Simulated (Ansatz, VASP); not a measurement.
# TiAl: VASP beside Ansatz

Contents of INCAR:

```
SYSTEM = TiAl
ALGO = Normal
EDIFF = 1E-7
ENCUT = 520
ISIF = 2
ISMEAR = 0
LASPH = .True.
LCHARG = .False.
LREAL = .False.
LWAVE = .False.
NBANDS = 14
NELM = 80
PREC = Accurate
SIGMA = 0.15
```

KPOINTS

```
k-points
0
Gamma
  16 16 16
  0 0 0
```

Contents of POSCAR:

```
TiAl
1.0
    3.0519014400      0.0000000000      0.0000000000
    0.0000000000      3.0519014400      0.0000000000
    0.0000000000      0.0000000000      3.0519014400
Ti Al
1 1
Direct
    0.0000000000      0.0000000000      0.0000000000
    0.5000000000      0.5000000000      0.5000000000
```

Input for Ansatz:

```yaml
crystal:
  lattice:
    - [3.05190144, 0.0, 0.0]
    - [0.0, 3.05190144, 0.0]
    - [0.0, 0.0, 3.05190144]
  atoms:
    - { symbol: Ti, position: [0.0, 0.0, 0.0] }
    - { symbol: Al, position: [0.5, 0.5, 0.5] }
basis:
  ecutwfc: 420
kpoints:
  mp_grid: { grid: [16, 16, 16] }
hamiltonian:
  xc: lda
scf:
  occupations: { method: gaussian, width: 0.15 }
output:
  forces: true
  stress: true
  eigenvalues: true
```

Change from the starting cell: strain -0.040 along x and y, -0.040 along z, atoms carried along.

Alike in both runs: task single point; functional LDA; k mesh 16 × 16 × 16; occupations gaussian, width 0.15 eV; no spin polarisation.

|  | VASP | Ansatz |
| --- | --- | --- |
| version | VASP 6.6.1 | Ansatz 0.2.0 |
| potentials or method | VASP PAW LDA potentials, release 64 (Ti_sv, Al), cutoff 520 eV | scalar-relativistic, plane waves, PAW |
| valence electrons in the cell | 15 | 15 |

|  | VASP | Ansatz | Ansatz less VASP |
| --- | --- | --- | --- |
| gap on the k mesh at the Fermi level (eV) | none | none | - |
| pressure (GPa) | 10.4 | 10.2 | -0.17 |

LDA's correlation is that of Perdew and Zunger in VASP and of Perdew and Wang (1992) in Ansatz. A gap of «none» marks a metal or a gap that the smearing closes.
